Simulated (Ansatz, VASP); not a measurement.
# Two plane-wave programs on TaN

```
CELL_PARAMETERS angstrom
0.00000 2.17900 2.17900
2.17900 0.00000 2.17900
2.17900 2.17900 0.00000
ATOMIC_POSITIONS crystal
Ta 0.50000 0.50000 0.50000
N 0.00000 0.00000 0.00000
```

Alike in both runs: task electric field gradients; functional PBEsol; k mesh 9 × 9 × 9; occupations fermi-dirac, width 0.02 eV; no spin polarisation.

|  | VASP | Ansatz |
| --- | --- | --- |
| version | VASP 6.6.1 | Ansatz 0.2.0 |
| potentials or method | VASP PAW PBE potentials, release 64 (Ta_sv_GW, N) | PAW with Ansatz's default frozen-core files, scalar-relativistic |
| plane-wave cutoff (eV) | 520 | 420 |
| valence electrons in the cell | 18 | 18 |

Ansatz gave:

* pressure (GPa): 4.3

Task: What did VASP give for the same quantities?

Result: Pressure (GPa): 4.2.

VASP's potentials were made for PBE, not for PBEsol.

Neither program's run includes spin-orbit coupling.
